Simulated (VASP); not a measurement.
Runs of VASP 6.6.1 on Ti. The structure is that of space group Fm-3m (No. 225), or close to it. The cells are those of the table. This isn't the form of Ti at room conditions, which is hcp.

```csv
cell,gap on the mesh (eV),pressure (GPa)
"a = 2.852 Å, angles 60.0°, 1 atom",none,7.7
"a = 2.890 Å, angles 60.0°, 1 atom",none,2.4
"a = 2.927 Å, angles 60.0°, 1 atom",none,-2.0
"a = 2.812 Å, angles 60.0°, 1 atom",none,(b)
"a = 2.909 Å, angles 60.0°, 1 atom",none,(a)
"a = 2.832 Å, angles 60.0°, 1 atom",none,10.5
"a = 2.871 Å, angles 60.0°, 1 atom",none,4.9
```

Alike in all rows: task single point; level r2SCAN; potentials or basis VASP PAW PBE potentials, release 64 (Ti_sv); no spin polarisation; k mesh 12 × 12 × 12; cutoff (eV) 520; smearing gaussian 0.05 eV.

Task: Fill in the values left out.

Result: (a) 0.1; (b) 13.6.

Caveats: the PAW data sets were made with another functional, which shifts forces and pressure a little; the cell stands under pressure (at least some runs).

A gap of «none» marks levels without a gap at the run's occupations.
